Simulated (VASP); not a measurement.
# AlNi3 (Pm-3m) in VASP: a series of runs, part 2 of 2

VASP 6.6.1. Earlier steps stand in the parts before.

## (5) Single point, PBE, collinear spin, ferromagnetic start

This run uses another cell than the first one, of 11.37 Å³/atom.

Contents of INCAR:

```
SYSTEM = AlNi3
PREC     = Accurate       ! precision mode
ENCUT    = 520            ! plane-wave cutoff, eV
EDIFF    = 1E-6           ! SCF threshold, eV
ISMEAR   = -1             ! smearing method
SIGMA    = 0.05           ! smearing width, eV
LREAL    = .FALSE.        ! projectors in reciprocal space
LASPH    = .TRUE.         ! aspherical terms in the spheres
NELM     = 150            ! most SCF steps
ALGO     = Fast           ! electronic algorithm
ISIF     = 2              ! what is computed and relaxed
LWAVE    = .FALSE.        ! write WAVECAR
LCHARG   = .TRUE.         ! write CHGCAR
ISPIN    = 2              ! spin polarisation
MAGMOM   = 1 1 1 0        ! initial moments
LORBIT   = 11             ! projections on sites
LMAXMIX  = 4              ! l up to which the mixer works
GGA      = PE             ! functional
LELF     = .TRUE.         ! ELF
LVHAR    = .TRUE.       
NBANDS   = 28             ! bands
```

Contents of KPOINTS:

```
regular mesh
0
G
  8 8 8
  0 0 0
```

Contents of POSCAR:

```
AlNi3
1.0
    3.5694160265      0.0000000000      0.0000000000
    0.0000000000      3.5694160265      0.0000000000
    0.0000000000      0.0000000000      3.5694160265
Ni Al
3 1
Direct
    0.5000000000      0.5000000000      0.0000000000
    0.5000000000      0.0000000000      0.5000000000
    0.0000000000      0.5000000000      0.5000000000
    0.0000000000      0.0000000000      0.0000000000
```

Potentials or basis: VASP PAW PBE potentials, release 64 (Ni, Al).

The run is started by

```bash
cat potpaw_PBE.64/Ni/POTCAR potpaw_PBE.64/Al/POTCAR > POTCAR
mpirun -np 1 vasp_std > vasp.out
```

OUTCAR:

```text
SYSTEM = AlNi3
   PREC = Accurate
   ENCUT = 520
   EDIFF = 1E-6
   ISMEAR = -1
   LREAL = .FALSE.
   LASPH = .TRUE.
   NELM = 150
   ISIF = 2
   ISPIN = 2
   LORBIT = 11
   GGA = PE

 ion  position               nearest neighbor table
   1  0.500  0.500  0.000-   2 2.52   3 2.52   4 2.52   2 2.52   3 2.52   2 2.52   4 2.52   2 2.52
                             3 2.52   4 2.52   3 2.52   4 2.52
   2  0.500  0.000  0.500-   1 2.52   3 2.52   4 2.52   1 2.52   4 2.52   1 2.52   3 2.52   1 2.52
                             3 2.52   4 2.52   4 2.52   3 2.52
   3  0.000  0.500  0.500-   1 2.52   2 2.52   4 2.52   1 2.52   4 2.52   2 2.52   4 2.52   4 2.52
                             1 2.52   2 2.52   1 2.52   2 2.52
   4  0.000  0.000  0.000-   1 2.52   2 2.52   3 2.52   2 2.52   3 2.52   1 2.52   3 2.52   3 2.52
                             1 2.52   2 2.52   2 2.52   1 2.52

  LATTYP: Found a simple cubic cell.
 ALAT       =     3.5694160265

  Lattice vectors:

 A1 = (   3.5694160265,   0.0000000000,   0.0000000000)
 A2 = (   0.0000000000,   3.5694160265,   0.0000000000)
 A3 = (   0.0000000000,   0.0000000000,   3.5694160265)

Analysis of symmetry for initial positions (statically):
=====================================================================
 Subroutine PRICEL returns:
 Original cell was already a primitive cell.

 Routine SETGRP: Setting up the symmetry group for a
 simple cubic supercell.

 Subroutine GETGRP returns: Found 48 space group operations
 (whereof 48 operations were pure point group operations)
 out of a pool of 48 trial point group operations.

The static configuration has the point symmetry O_h .

Analysis of symmetry for dynamics (positions and initial velocities):
=====================================================================
 Subroutine PRICEL returns:
 Original cell was already a primitive cell.

 Routine SETGRP: Setting up the symmetry group for a
 simple cubic supercell.

 Subroutine GETGRP returns: Found 48 space group operations
 (whereof 48 operations were pure point group operations)
 out of a pool of 48 trial point group operations.

The dynamic configuration has the point symmetry O_h .

Analysis of structural, dynamic, and magnetic symmetry:
=====================================================================
 Subroutine PRICEL returns:
 Original cell was already a primitive cell.

 Routine SETGRP: Setting up the symmetry group for a
 simple cubic supercell.

 Subroutine GETGRP returns: Found 48 space group operations
 (whereof 48 operations were pure point group operations)
 out of a pool of 48 trial point group operations.

The overall configuration has the point symmetry O_h .

 Subroutine INISYM returns: Found 48 space group operations
 (whereof 48 operations are pure point group operations),
 and found     1 'primitive' translations

----------------------------------------------------------------------------------------

                                     Primitive cell

  volume of cell :      45.4770

  direct lattice vectors                    reciprocal lattice vectors
     3.569416026  0.000000000  0.000000000     0.280157872  0.000000000  0.000000000
     0.000000000  3.569416026  0.000000000     0.000000000  0.280157872  0.000000000
     0.000000000  0.000000000  3.569416026     0.000000000  0.000000000  0.280157872

  length of vectors
     3.569416026  3.569416026  3.569416026     0.280157872  0.280157872  0.280157872

  position of ions in fractional coordinates (direct lattice)
[... 81 lines left out ...]
   ENCUT  =  520.0 eV  38.22 Ry    6.18 a.u.   6.64  6.64  6.64*2*pi/ulx,y,z
   NELM   =    150;   NELMIN=  2; NELMDL= -5     # of ELM steps
   EDIFF  = 0.1E-05   stopping-criterion for ELM
   LREAL  =      F    real-space projection
   EDIFFG = 0.1E-04   stopping-criterion for IOM
   NSW    =      0    number of steps for IOM
   IBRION =     -1    ionic relax: 0-MD 1-quasi-New 2-CG
   NFREE  =      0    steps in history (QN), initial steepest desc. (CG)
   ISIF   =      2    stress and relaxation
   ISYM   =      2    0-nonsym 1-usesym 2-fastsym
   POTIM  = 0.5000    time-step for ionic-motion
   TEBEG  =    0.0;   TEEND  =   0.0 temperature during run
   PSTRESS=    0.0 pullay stress
   NELECT =      33.0000    total number of electrons
   NUPDOWN=      -1.0000    fix difference up-down
   EMIN   =  10.00;   EMAX   =-10.00  energy-range for DOS
   EFERMI =   0.00;   METHOD = LEGACY
   ISMEAR =    -1;   SIGMA  =   0.05  broadening in eV -4-tet -1-fermi 0-gaus
   EFERMI_NEDOS =   21; number of points for ismear=-14 and -15
   IALGO  =     68    algorithm
   IMIX   =      4    mixing-type and parameters
     AMIX     =   0.40;   BMIX     =  1.00
     AMIX_MAG =   1.60;   BMIX_MAG =  1.00
  volume/ion in A,a.u.               =      11.37        76.72
  Fermi-wavevector in a.u.,A,eV,Ry     =   1.471123  2.780019 29.445766  2.164203
  Thomas-Fermi vector in A             =   2.586297
   LORBIT       =     11    0 simple, 1 ext, 2 COOP (PROOUT), +10 PAW based schemes
   GGA     = PE    functional components
   LHFCALC =     F    Hartree Fock is set to
   AEXX    =    0.0000 exact exchange contribution
   IVDW    =     0    specifies the selected vdW correction
   LEPSILON=     F    determine dielectric tensor
   LRPA    =     F    only Hartree local field effects (RPA)
 spin polarized calculation
 RMM-DIIS sequential band-by-band and
  energy-cutoff  :      520.00
  volume of cell :       45.48
 maximum number of plane-waves:      1241
 NGX is ok and might be reduce to    28
   NGX = 13   NGY = 13   NGZ = 13

 number of electron      33.0000024 magnetization       0.6973154

 Free energy of the ion-electron system (eV)
  ---------------------------------------------------
  ext. energy  EPLUGINS =         0.00000000
  ---------------------------------------------------
  free energy    TOTEN  =       -21.90869327 eV

  energy without entropy =      -21.87854183  energy(sigma->0) =      -21.89361755

 E-fermi :   9.3995     XC(G=0): -12.6427

 val. band max:        9.3861590540   @ k =   0.2500   0.2500   0.0000
 cond. band min:       9.4085459209   @ k =   0.0000   0.0000   0.0000
 fundamental gap:      0.0223868669
 Fermi energy:         9.3994639327

 spin component 1

 k-point     1 :       0.0000    0.0000    0.0000
  band No.  band energies     occupation
      1      -0.5018      1.00000
      2       5.1482      1.00000
      3       5.8069      1.00000
      4       5.8069      1.00000
      5       6.1529      1.00000
      6       6.1529      1.00000
[... 733 lines left out ...]
     27      24.1435      0.00000
     28      24.3473      0.00000

 [... further k-points ...]

 spin component 2

 k-point     1 :       0.0000    0.0000    0.0000
  band No.  band energies     occupation
      1      -0.5297      1.00000
      2       5.2272      1.00000
      3       5.9570      1.00000
      4       5.9570      1.00000
      5       6.4322      1.00000
      6       6.4322      1.00000
[... 733 lines left out ...]
     27      24.1211      0.00000
     28      24.3724      0.00000

 [... further k-points ...]
[... 5 lines left out ...]
  --------------------------------------------------------------------------------------
  -------------------------------------------------------------------------------------
  Total       -0.0942402     -0.0942402     -0.0942402      0.0000000      0.0000000     -0.0000000
  in kB       -3.3201318     -3.3201318     -3.3201318      0.0000000      0.0000000     -0.0000000
  external PRESSURE =      -3.3201318 kB  Pullay stress =       0.0000000 kB

 VOLUME and BASIS-vectors are now :
 -----------------------------------------------------------------------------
  energy-cutoff  :      520.00
  volume of cell :       45.48
      direct lattice vectors                 reciprocal lattice vectors
     3.569416026  0.000000000  0.000000000     0.280157872  0.000000000  0.000000000
     0.000000000  3.569416026  0.000000000     0.000000000  0.280157872  0.000000000
     0.000000000  0.000000000  3.569416026     0.000000000  0.000000000  0.280157872

 POSITION                                       TOTAL-FORCE (eV/Angst)
 -----------------------------------------------------------------------------------
      1.78471      1.78471      0.00000         0.000000      0.000000      0.000000
      1.78471      0.00000      1.78471         0.000000      0.000000      0.000000
      0.00000      1.78471      1.78471         0.000000      0.000000      0.000000
      0.00000      0.00000      0.00000         0.000000      0.000000      0.000000
 -----------------------------------------------------------------------------------
    total drift:                                0.000000      0.000000      0.000000

  FREE ENERGIE OF THE ION-ELECTRON SYSTEM (eV)
  ---------------------------------------------------
  free  energy   TOTEN  =       -21.9086932662 eV

  energy  without entropy=      -21.8785418348  energy(sigma->0) =      -21.89361755

 total charge

# of ion       s       p       d       tot
------------------------------------------
    1        0.490   0.509   8.377   9.376
    2        0.490   0.509   8.377   9.376
    3        0.490   0.509   8.377   9.376
    4        0.408   0.389   0.000   0.797
--------------------------------------------------
tot          1.877   1.916  25.132  28.925

 magnetization (x)

# of ion       s       p       d       tot
------------------------------------------
    1       -0.003  -0.009   0.260   0.249
    2       -0.003  -0.009   0.260   0.249
    3       -0.003  -0.009   0.260   0.249
    4       -0.000  -0.008   0.000  -0.008
--------------------------------------------------
tot         -0.009  -0.034   0.781   0.738
```

It took 2.4 min on 1 thread of Intel Xeon 8259CL, shared host; peak memory 0.21 GiB.

Results:

```
Free energy                                           : -21.9087 eV
Pressure                                              : -0.3 GPa
Net moment                                            : 0.70 μB per cell
Site moments                                          : Ni +0.25; Al -0.01 μB
Valence electrons inside the program's atomic spheres : Ni 9.38; Al 0.80
```

Levels at points of the mesh, in eV from the Fermi level:
Spin up:
| k point | band 14 | band 15 | band 16 | band 17 | band 18 | band 19 | band 20 | band 21 |
| --- | --- | --- | --- | --- | --- | --- | --- | --- |
| (0.00, 0.00, 0.00) | -0.08 | -0.08 | -0.08 | 0.87 | 0.87 | 0.87 | 6.51 | 6.51 |
| (0.50, 0.00, 0.00) | -1.14 | -1.03 | -0.50 | -0.08 | 5.45 | 5.45 | 5.56 | 5.56 |
| (0.50, 0.50, 0.00) | -1.17 | -0.97 | -0.95 | -0.57 | 0.82 | 0.82 | 8.07 | 8.13 |
| (0.50, 0.50, 0.50) | -1.05 | -1.05 | -0.25 | -0.25 | -0.25 | -0.15 | 3.31 | 3.98 |
Spin down:
```tsv
k point	band 12	band 13	band 14	band 15	band 16	band 17	band 18	band 19	band 20	band 21
(0.00, 0.00, 0.00)	-0.39	0.01	0.34	0.34	0.34	0.84	0.84	0.84	6.59	6.59
(0.50, 0.00, 0.00)	-1.00	-0.90	-0.90	-0.80	-0.32	0.34	5.50	5.50	5.61	5.61
(0.50, 0.50, 0.00)	-1.11	-1.11	-1.06	-0.77	-0.57	-0.43	1.10	1.10	8.09	8.17
(0.50, 0.50, 0.50)	-1.13	-1.13	-0.87	-0.87	-0.17	0.11	0.11	0.11	3.40	4.17
```

## (6) Single point, PBE, collinear spin, ferromagnetic start

This run uses another cell than the first one, of 11.59 Å³/atom.

Contents of INCAR:

```
  PREC = Accurate
  ENCUT = 520
  EDIFF = 1E-7
  ISMEAR = -1
  SIGMA = 0.05
  LREAL = F
  LASPH = T
  NELM = 150
  ALGO = Normal
  ISIF = 2
  LWAVE = F
  LCHARG = T
  ISPIN = 2
  MAGMOM = 1 1 1 0
  LORBIT = 11
  LMAXMIX = 4
  GGA = PE
  LELF = T
  LVHAR = T
  NBANDS = 28
```

Contents of KPOINTS:

```
regular mesh
0
Gamma
  8 8 8
```

Contents of POSCAR:

```
AlNi3
1.0
    3.5921517734      0.0000000000      0.0000000000
    0.0000000000      3.5921517734      0.0000000000
    0.0000000000      0.0000000000      3.5921517734
Ni Al
3 1
Direct
    0.5000000000      0.5000000000      0.0000000000
    0.5000000000      0.0000000000      0.5000000000
    0.0000000000      0.5000000000      0.5000000000
    0.0000000000      0.0000000000      0.0000000000
```

Potentials or basis: VASP PAW PBE potentials, release 64 (Ni, Al).

The run is started by

```bash
cat potpaw_PBE.64/Ni/POTCAR potpaw_PBE.64/Al/POTCAR > POTCAR
mpirun -np 1 vasp_std > vasp.out
```

Run time: 2.4 min. Hardware: 1 thread of Intel Xeon 8259CL, shared host; peak memory 0.21 GiB.

It converged, with:

* Free energy: -21.8979 eV
* Pressure: -3.6 GPa
* Net moment: 0.71 μB per cell
* Site moments: Ni +0.25; Al -0.01 μB
* Valence electrons inside the program's atomic spheres: Ni 9.34; Al 0.79

Levels at points of the mesh, in eV from the Fermi level:
Spin up:
```csv
k point,band 15,band 16,band 17,band 18,band 19,band 20
"(0.00, 0.00, 0.00)",-0.10,-0.10,0.87,0.87,0.87,6.40
"(0.50, 0.00, 0.00)",-1.01,-0.50,-0.10,5.35,5.35,5.50
"(0.50, 0.50, 0.00)",-0.96,-0.93,-0.56,0.79,0.79,7.92
"(0.50, 0.50, 0.50)",-1.03,-0.26,-0.26,-0.26,-0.12,3.19
```
Spin down:
```csv
k point,band 12,band 13,band 14,band 15,band 16,band 17,band 18,band 19,band 20,band 21
"(0.00, 0.00, 0.00)",-0.38,0.01,0.33,0.33,0.33,0.83,0.83,0.83,6.49,6.49
"(0.50, 0.00, 0.00)",-0.98,-0.88,-0.88,-0.78,-0.31,0.33,5.40,5.40,5.54,5.54
"(0.50, 0.50, 0.00)",-1.08,-1.08,-1.04,-0.75,-0.55,-0.42,1.07,1.07,7.94,8.08
"(0.50, 0.50, 0.50)",-1.10,-1.10,-0.85,-0.85,-0.14,0.11,0.11,0.11,3.28,4.08
```

Caveat: the cell stands under tension.

## (7) The runs side by side

```tsv
level	cell	gap on the mesh (eV)	pressure (GPa)	moment (μB)
PBE	a = 3.499 Å, 4 atoms	none	11.9	0.65
PBEsol	a = 3.523 Å, 4 atoms	none	-0.5	0.62
PBE	a = 3.546 Å, 4 atoms	none	3.4	0.68
PBE	a = 3.569 Å, 4 atoms	none	-0.3	0.70
PBE	a = 3.592 Å, 4 atoms	none	-3.6	0.71
```

Alike in all rows: task single point; potentials or basis VASP PAW PBE potentials, release 64 (Ni, Al); spin collinear, ferromagnetic start; k mesh 8 × 8 × 8; cutoff (eV) 520; smearing fermi-dirac 0.05 eV.

Caveats: the cell stands under pressure (at least some runs); the PAW data sets were made with another functional, which shifts forces and pressure a little (at least some runs); the cell stands under tension (at least some runs).

Absolute energies hang on the potentials; compare differences alone.

The gap in the log of VASP goes by the Fermi energy; the results here count the filled bands.